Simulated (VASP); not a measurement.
# Y (P6_3/mmc) in VASP: further runs, part 2 of 2

VASP 6.6.1. The steps go on from the part before.

### 4 Single point, LDA

File INCAR:

```
PREC = Accurate
ENCUT = 500
EDIFF = 1E-6
ISMEAR = -1
SIGMA = 0.05
LREAL = False
LASPH = True
NELM = 120
ALGO = Normal
ISIF = 2
LWAVE = False
LCHARG = False
NBANDS = 18
GGA_COMPAT = False
```

File KPOINTS:

```
Automatic mesh
0
Gamma
  16 16 9
```

File POSCAR:

```
Y
1.0
    3.5414388809      0.0000000000      0.0000000000
   -1.7707194404      3.0669760368      0.0000000000
    0.0000000000      0.0000000000      5.5143512357
Y
2
Direct
    0.3333333333      0.6666666667      0.2500000000
    0.6666666667      0.3333333333      0.7500000000
```

Potentials or basis: VASP PAW LDA potentials, release 64 (Y_sv).

Launch:

```
cat potpaw_LDA.64/Y_sv/POTCAR > POTCAR
mpirun -np 1 vasp_std > vasp.out
```

OUTCAR:

```text
PREC = Accurate
   ENCUT = 500
   EDIFF = 1E-6
   ISMEAR = -1
   LREAL = False
   LASPH = True
   NELM = 120
   ISIF = 2

 ion  position               nearest neighbor table
   1  0.333  0.667  0.250-   2 3.43   2 3.43   2 3.43   2 3.43   2 3.43   2 3.43
   2  0.667  0.333  0.750-   1 3.43   1 3.43   1 3.43   1 3.43   1 3.43   1 3.43

  LATTYP: Found a hexagonal cell.
 ALAT       =     3.5414388809
 C/A-ratio  =     1.5570934361

  Lattice vectors:

 A1 = (   3.5414388809,   0.0000000000,   0.0000000000)
 A2 = (  -1.7707194404,   3.0669760368,   0.0000000000)
 A3 = (   0.0000000000,   0.0000000000,   5.5143512357)

Analysis of symmetry for initial positions (statically):
=====================================================================
 Subroutine PRICEL returns:
 Original cell was already a primitive cell.

 Routine SETGRP: Setting up the symmetry group for a
 hexagonal supercell.

 Subroutine GETGRP returns: Found 24 space group operations
 (whereof 12 operations were pure point group operations)
 out of a pool of 24 trial point group operations.

The static configuration has the point symmetry D_3d.
 The point group associated with its full space group is D_6h.

Analysis of symmetry for dynamics (positions and initial velocities):
=====================================================================
 Subroutine PRICEL returns:
 Original cell was already a primitive cell.

 Routine SETGRP: Setting up the symmetry group for a
 hexagonal supercell.

 Subroutine GETGRP returns: Found 24 space group operations
 (whereof 12 operations were pure point group operations)
 out of a pool of 24 trial point group operations.

The dynamic configuration has the point symmetry D_3d.
 The point group associated with its full space group is D_6h.

 Subroutine INISYM returns: Found 24 space group operations
 (whereof 12 operations are pure point group operations),
 and found     1 'primitive' translations

----------------------------------------------------------------------------------------

                                     Primitive cell

  volume of cell :      59.8942

  direct lattice vectors                    reciprocal lattice vectors
     3.541438881  0.000000000  0.000000000     0.282371102  0.163027032  0.000000000
    -1.770719440  3.066976037  0.000000000     0.000000000  0.326054064  0.000000000
     0.000000000  0.000000000  5.514351236     0.000000000  0.000000000  0.181344995

  length of vectors
     3.541438881  3.541438881  5.514351236     0.326054064  0.326054064  0.181344995

  position of ions in fractional coordinates (direct lattice)
     0.333333333  0.666666667  0.250000000
     0.666666667  0.333333333  0.750000000

  ion indices of the primitive-cell ions
   primitive index   ion index
                 1           1
                 2           2

----------------------------------------------------------------------------------------

 KPOINTS: Automatic mesh

Automatic generation of k-mesh.
 Grid dimensions read from file:
 generate k-points for:   16   16    9

 Generating k-lattice:

  Cartesian coordinates                     Fractional coordinates (reciprocal lattice)
     0.017648194  0.010189189  0.000000000     0.062500000 -0.000000000  0.000000000
     0.000000000  0.020378379  0.000000000     0.000000000  0.062500000  0.000000000
     0.000000000  0.000000000  0.020149444     0.000000000  0.000000000  0.111111111

  Length of vectors
     0.020378379  0.020378379  0.020149444

  Shift w.r.t. Gamma in fractional coordinates (k-lattice)
     0.000000000  0.000000000  0.000000000

 Subroutine IBZKPT returns following result:
 ===========================================

 Found    150 irreducible k-points:

 Following reciprocal coordinates:
            Coordinates               Weight
  0.000000  0.000000  0.000000      1.000000
  0.062500  0.000000  0.000000      6.000000
  0.125000  0.000000  0.000000      6.000000
  0.187500  0.000000  0.000000      6.000000
  0.250000  0.000000  0.000000      6.000000
  0.312500  0.000000  0.000000      6.000000
[... 16 lines left out ...]
  0.187500  0.187500  0.000000      6.000000
  0.250000  0.187500  0.000000     12.000000
 [... further k-points ...]
   k-points           NKPTS =    150   k-points in BZ     NKDIM =    150   number of bands    NBANDS=     18
   number of dos      NEDOS =    301   number of ions     NIONS =      2
   total plane-waves  NPLWV =  31360
   dimension x,y,z NGX =    28 NGY =   28 NGZ =   40
   dimension x,y,z NGXF=    56 NGYF=   56 NGZF=   80
   ions per type =               2
   NGX,Y,Z   is equivalent  to a cutoff of  13.14, 13.14, 12.06 a.u.
   NGXF,Y,Z  is equivalent  to a cutoff of  26.29, 26.29, 24.12 a.u.
 SYSTEM =  unknown system
   PREC   = accura    normal or accurate (medium, high low for compatibility)
   ISTART =      0    job   : 0-new  1-cont  2-samecut
   ICHARG =      2    charge: 1-file 2-atom 10-const
   ISPIN  =      1    spin polarized calculation?
   LNONCOLLINEAR =      F non collinear calculations
   LSORBIT =      F    spin-orbit coupling
   LASPH  =      T    aspherical Exc in radial PAW
   ENCUT  =  500.0 eV  36.75 Ry    6.06 a.u.   6.46  6.46 10.05*2*pi/ulx,y,z
   NELM   =    120;   NELMIN=  2; NELMDL= -5     # of ELM steps
   EDIFF  = 0.1E-05   stopping-criterion for ELM
   LREAL  =      F    real-space projection
   EDIFFG = 0.1E-04   stopping-criterion for IOM
   NSW    =      0    number of steps for IOM
   IBRION =     -1    ionic relax: 0-MD 1-quasi-New 2-CG
   NFREE  =      0    steps in history (QN), initial steepest desc. (CG)
   ISIF   =      2    stress and relaxation
   ISYM   =      2    0-nonsym 1-usesym 2-fastsym
   POTIM  = 0.5000    time-step for ionic-motion
   TEBEG  =    0.0;   TEEND  =   0.0 temperature during run
   PSTRESS=    0.0 pullay stress
   NELECT =      22.0000    total number of electrons
   NUPDOWN=      -1.0000    fix difference up-down
   EMIN   =  10.00;   EMAX   =-10.00  energy-range for DOS
   EFERMI =   0.00;   METHOD = LEGACY
   ISMEAR =    -1;   SIGMA  =   0.05  broadening in eV -4-tet -1-fermi 0-gaus
   EFERMI_NEDOS =   21; number of points for ismear=-14 and -15
   IALGO  =     38    algorithm
   IMIX   =      4    mixing-type and parameters
     AMIX     =   0.40;   BMIX     =  1.00
     AMIX_MAG =   1.60;   BMIX_MAG =  1.00
  volume/ion in A,a.u.               =      29.95       202.09
  Fermi-wavevector in a.u.,A,eV,Ry     =   1.172432  2.215575 18.702514  1.374596
  Thomas-Fermi vector in A             =   2.308860
   LORBIT       =      0    0 simple, 1 ext, 2 COOP (PROOUT), +10 PAW based schemes
   GGA     = CA    functional components
   LHFCALC =     F    Hartree Fock is set to
   AEXX    =    0.0000 exact exchange contribution
   IVDW    =     0    specifies the selected vdW correction
   LEPSILON=     F    determine dielectric tensor
   LRPA    =     F    only Hartree local field effects (RPA)
 non-spin polarized calculation
  energy-cutoff  :      500.00
  volume of cell :       59.89
 maximum number of plane-waves:      1544
 NGX is ok and might be reduce to    28
   NGX = 13   NGY = 13   NGZ = 21

 number of electron      22.0000000 magnetization

 Free energy of the ion-electron system (eV)
  ---------------------------------------------------
  ext. energy  EPLUGINS =         0.00000000
  ---------------------------------------------------
  free energy    TOTEN  =       -13.90698340 eV

  energy without entropy =      -13.87507145  energy(sigma->0) =      -13.89102743

 E-fermi :   3.2988     XC(G=0): -10.0072

 val. band max:        3.2958122723   @ k =   0.3125   0.1250   0.4444
 cond. band min:       3.3015558684   @ k =   0.5000   0.0000   0.3333
 fundamental gap:      0.0057435961
 Fermi energy:         3.2988488969

 k-point     1 :       0.0000    0.0000    0.0000
  band No.  band energies     occupation
      1     -38.9509      2.00000
      2     -38.8357      2.00000
      3     -19.4894      2.00000
      4     -18.8327      2.00000
      5     -18.8327      2.00000
      6     -18.7072      2.00000
[... 10 lines left out ...]
     17       6.1672      0.00000
     18       6.1672      0.00000
[... 463 lines left out ...]
 k-point    24 :       0.2500    0.1875    0.0000
  band No.  band energies     occupation
      1     -38.8735      2.00000
      2     -38.8204      2.00000
      3     -19.2093      2.00000
      4     -19.2058      2.00000
      5     -19.1530      2.00000
      6     -18.9797      2.00000
[... 10 lines left out ...]
     17       7.9224      0.00000
     18       8.7544      0.00000

 [... further k-points ...]

------------------------ aborting loop because EDIFF is reached ----------------------------------------

  FORCE on cell =-STRESS in cart. coord.  units (eV):
  Direction    XX          YY          ZZ          XY          YZ          ZX
  --------------------------------------------------------------------------------------
  -------------------------------------------------------------------------------------
  Total       -0.0595807     -0.0595807     -0.0433674     -0.0000000      0.0000000      0.0000000
  in kB       -1.5937916     -1.5937916     -1.1600849     -0.0000000      0.0000000      0.0000000
  external PRESSURE =      -1.4492227 kB  Pullay stress =       0.0000000 kB

 VOLUME and BASIS-vectors are now :
 -----------------------------------------------------------------------------
  energy-cutoff  :      500.00
  volume of cell :       59.89
      direct lattice vectors                 reciprocal lattice vectors
     3.541438881  0.000000000  0.000000000     0.282371102  0.163027032  0.000000000
    -1.770719440  3.066976037  0.000000000     0.000000000  0.326054064  0.000000000
     0.000000000  0.000000000  5.514351236     0.000000000  0.000000000  0.181344995

 POSITION                                       TOTAL-FORCE (eV/Angst)
 -----------------------------------------------------------------------------------
     -0.00000      2.04465      1.37859         0.000000     -0.000000      0.000000
      1.77072      1.02233      4.13576        -0.000000      0.000000      0.000000
 -----------------------------------------------------------------------------------
    total drift:                               -0.000000      0.000000     -0.000000

  FREE ENERGIE OF THE ION-ELECTRON SYSTEM (eV)
  ---------------------------------------------------
  free  energy   TOTEN  =       -13.9069834015 eV

  energy  without entropy=      -13.8750714514  energy(sigma->0) =      -13.89102743
```

OSZICAR:

```text
N       E                     dE             d eps       ncg     rms          rms(c)
DAV:   1     0.892117811969E+02    0.89212E+02   -0.11089E+04  5408   0.114E+03
DAV:   2    -0.686509347349E+01   -0.96077E+02   -0.94503E+02  6688   0.259E+02
DAV:   3    -0.140574388005E+02   -0.71923E+01   -0.71090E+01  9120   0.433E+01
DAV:   4    -0.142744577414E+02   -0.21702E+00   -0.21667E+00  6750   0.731E+00
DAV:   5    -0.142792325644E+02   -0.47748E-02   -0.47736E-02  7518   0.886E-01    0.351E+01
DAV:   6    -0.139668917020E+02    0.31234E+00   -0.38641E-01  5914   0.376E+00    0.216E+01
DAV:   7    -0.139193959220E+02    0.47496E-01   -0.75160E-01  7710   0.462E+00    0.170E+00
DAV:   8    -0.139068961041E+02    0.12500E-01   -0.11509E-01  6630   0.201E+00    0.424E-01
DAV:   9    -0.139070042564E+02   -0.10815E-03   -0.45394E-03  7024   0.442E-01    0.167E-01
DAV:  10    -0.139069819766E+02    0.22280E-04   -0.42926E-04  7626   0.153E-01    0.485E-02
DAV:  11    -0.139069837588E+02   -0.17823E-05   -0.19100E-05  7420   0.278E-02    0.366E-02
DAV:  12    -0.139069834015E+02    0.35728E-06   -0.46627E-06  6108   0.176E-02
   1 F= -.13906983E+02 E0= -.13891027E+02  d E =-.319120E-01
```

Run time: 2 min. Hardware: 1 thread of Intel Xeon 6975P-C (Granite Rapids), shared host; peak memory 0.27 GiB.

Results:

| Property | Result |
| --- | --- |
| Free energy | -13.9070 eV |
| Pressure | -0.1 GPa |
| Band gap on the k mesh | zero (bands 11 and 12 overlap by 1.76 eV) |
